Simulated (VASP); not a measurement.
A run of VASP 6.6.1:

INCAR

```
SYSTEM = Si2W
PREC     = Accurate       ! precision mode
ENCUT    = 520            ! plane-wave cutoff, eV
EDIFF    = 1E-6           ! SCF threshold, eV
ISMEAR   = 0              ! smearing method
SIGMA    = 0.1            ! smearing width, eV
LREAL    = .FALSE.        ! projectors in reciprocal space
LASPH    = .TRUE.         ! aspherical terms in the spheres
NELM     = 100            ! most SCF steps
ALGO     = Normal         ! electronic algorithm
ISIF     = 2              ! what is computed and relaxed
LWAVE    = .FALSE.        ! write WAVECAR
LCHARG   = .TRUE.         ! write CHGCAR
GGA      = PE             ! functional
LELF     = .TRUE.         ! ELF
LVHAR    = .TRUE.       
NBANDS   = 18             ! bands
```

Contents of KPOINTS:

```
Automatic mesh
0
G
  8 8 8
  0 0 0
```

POSCAR

```
Si2W
1.0
   -1.6069000000      1.6069000000      3.9149500000
    1.6069000000     -1.6069000000      3.9149500000
    1.6069000000      1.6069000000     -3.9149500000
Si W
2 1
Direct
    0.3347000000      0.3347000000      0.0000000000
    0.6653000000      0.6653000000      0.0000000000
    0.0000000000      0.0000000000      0.0000000000
```

Potentials or basis: VASP PAW PBE potentials, release 64 (Si, W_sv).

Run with:

```bash
$ cat potpaw_PBE.64/Si/POTCAR potpaw_PBE.64/W_sv/POTCAR > POTCAR
$ mpirun -np 1 vasp_std > vasp.out
```

Hardware: 1 thread of Intel(R) Xeon(R) Platinum 8488C (Sapphire Rapids), with other jobs on the host.

Problem. How long does it take, and how much memory?

Solution. Wall time 42 s on 1 thread of Intel(R) Xeon(R) Platinum 8488C (Sapphire Rapids) (shared host), peak memory 0.22 GiB. Counts: scf iterations 12, k points 59.
